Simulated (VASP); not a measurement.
Crystal: Rb.

```
CELL_PARAMETERS angstrom
5.74000 0.00000 0.00000
0.00000 4.64000 0.00000
0.00000 0.00000 12.38000
ATOMIC_POSITIONS crystal
Rb 0.04700 0.25000 0.89300
Rb 0.45300 0.75000 0.39300
Rb 0.54700 0.25000 0.60700
Rb 0.95300 0.75000 0.10700
```

```yaml
Program: VASP 6.6.1
Task: relaxation of cell and atoms
Functional: PBE
Potentials_or_basis: VASP PAW PBE potentials, release 64 (Rb_sv)
Cutoff: 600 eV
k_mesh: 4 × 4 × 2
Occupations: gaussian, width 0.1 eV
Spin: no spin polarisation
```

At the start: pressure 1.2 GPa; volume 82.43 Å³/atom.

Question: Where does the relaxation end?

Answer: Over 15 steps the energy falls by 300.2 meV/atom and the volume is 95.57 Å³/atom (+15.9 %); space group Pnma (No. 62, to 0.1 Å) before and after.

Step by step:
| step | energy change (eV) | largest force (eV/Å) | pressure (GPa) | volume (Å³) |
| --- | --- | --- | --- | --- |
| 1 | 0.0000 | 0.7716 | 1.17 | 329.72 |
| 2 | -0.4237 | 0.5306 | 0.68 | 358.86 |
| 3 | -0.8402 | 0.1953 | 0.06 | 422.34 |
| 4 | -0.8887 | 0.1169 | -0.09 | 447.59 |
| 5 | -0.9015 | 0.0748 | -0.16 | 466.34 |
| 6 | -0.9022 | 0.0680 | -0.17 | 470.05 |
| 7 | -0.9392 | 0.0592 | -0.16 | 457.94 |
| 8 | -1.0429 | 0.0336 | -0.10 | 421.44 |
| 9 | -1.0981 | 0.0412 | 0.31 | 348.32 |
| 10 | -1.1267 | 0.0229 | 0.07 | 377.41 |
| 11 | -1.1697 | 0.0158 | 0.08 | 372.47 |
| 12 | -1.1844 | 0.0125 | 0.11 | 366.28 |
| 13 | -1.1850 | 0.0126 | 0.10 | 367.45 |
| 14 | -1.1977 | 0.0148 | 0.04 | 375.20 |
| 15 | -1.2008 | 0.0178 | -0.01 | 382.29 |

Final structure:
```yaml
crystal:
  lattice:
    - [4.67805, 0.00000, 0.00000]
    - [0.00000, 4.65932, 0.00000]
    - [0.00000, 0.00000, 17.53902]
  atoms:
    - { symbol: Rb, position: [0.06246, 0.25000, 0.87631] }
    - { symbol: Rb, position: [0.43754, 0.75000, 0.37631] }
    - { symbol: Rb, position: [0.56246, 0.25000, 0.62369] }
    - { symbol: Rb, position: [0.93754, 0.75000, 0.12369] }
```

Caveat: the volume moved by over 15 % at a fixed basis, so the end points are rough.
